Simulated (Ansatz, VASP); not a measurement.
## BN: VASP beside Ansatz

```
CELL_PARAMETERS angstrom
2.50611 0.00000 0.00000
-1.25306 2.17036 0.00000
0.19769 0.00000 9.88465
ATOMIC_POSITIONS crystal
B 0.00000 0.00000 0.00030
B 0.66667 0.33333 0.33364
B 0.33333 0.66667 0.66697
N 0.66667 0.33333 0.00060
N 0.33333 0.66667 0.33393
N 0.00000 0.00000 0.66726
```

Change from the starting cell: shear of c along a, cell held, atoms relaxed: +2.0 %.

Alike in both runs: functional PBE; dispersion D3(BJ); k mesh 12 × 12 × 4; occupations gaussian, width 0.02 eV; no spin polarisation.

Ansatz relaxed the structure, and its values are those at the end. VASP's run is a single point on that final structure, the one shown.

|  | VASP | Ansatz |
| --- | --- | --- |
| version | VASP 6.6.1 | Ansatz 0.2.0 |
| potentials or method | VASP PAW PBE potentials, release 64 (B, N), cutoff 520 eV | scalar-relativistic, plane waves, PAW |
| valence electrons in the cell | 24 | 24 |

|  | VASP | Ansatz | Ansatz less VASP |
| --- | --- | --- | --- |
| gap on the k mesh at the Fermi level (eV) | 4.13 | 4.14 | +0.007 |
| least direct gap on the mesh (eV) | 4.61 | 4.61 | +0.003 |
| pressure (GPa) | 0.1 | 0.0 | -0.07 |

Ansatz's warnings: stress scf threshold loose.
